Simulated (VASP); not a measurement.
Write the native input for VASP 6.6.1 that does the following.

- Task: single point
- Functional: PBE
- Potentials or basis: VASP PAW PBE potentials, release 64 (Ta_pv, N)
- Cutoff: 520 eV
- k mesh: 8 × 8 × 6
- Occupations: fermi-dirac, width 0.05 eV
- Spin: no spin polarisation
- Dipole correction: no
- Further INCAR settings: ALGO = Normal; EDIFF = 1e-06; NBANDS = 24

The structure of TaN lies in POSCAR:

```
TaN
1.0
    3.3991219400      0.0000000000      0.0000000000
    0.0000000000      3.3991219400      0.0000000000
    0.0000000000      0.0000000000      4.9769636900
Ta N
2 2
Direct
    0.0000000000      0.0000000000      0.0000000000
    0.5000000000      0.5000000000      0.0000000000
    0.5000000000      0.0000000000      0.2670000000
    0.0000000000      0.5000000000      0.7330000000
```

The input as run:

INCAR

```
PREC = Accurate
ENCUT = 520
EDIFF = 1E-6
ISMEAR = -1
SIGMA = 0.05
LREAL = False
LASPH = True
NELM = 100
ALGO = Normal
ISIF = 2
LWAVE = False
LCHARG = False
GGA = PE
NBANDS = 24
```

KPOINTS

```
regular mesh
0
Gamma
  8 8 6
```

Potentials or basis: VASP PAW PBE potentials, release 64 (Ta_pv, N).

The run is started by

```console
$ cat potpaw_PBE.64/Ta_pv/POTCAR potpaw_PBE.64/N/POTCAR > POTCAR
$ mpirun -np 1 vasp_std > vasp.out
```

It gave:

```json
{
  "Pressure": "39.0 GPa",
  "Largest force": "2.594 eV/Å",
  "Band gap on the k mesh": "zero (band 16 reaches 5.10 eV, above the bottom of band 17 at 3.04 eV)"
}
```

Caveat: spin-orbit coupling is left out, which moves the levels of the heavy elements; forces of over 1 eV/Å act on the atoms, so gaps and moduli don't describe the material at rest.

Wall time 33 s on 1 thread of Intel(R) Xeon(R) 6975P-C (Granite Rapids), with other jobs on the host, peak memory 0.21 GiB.
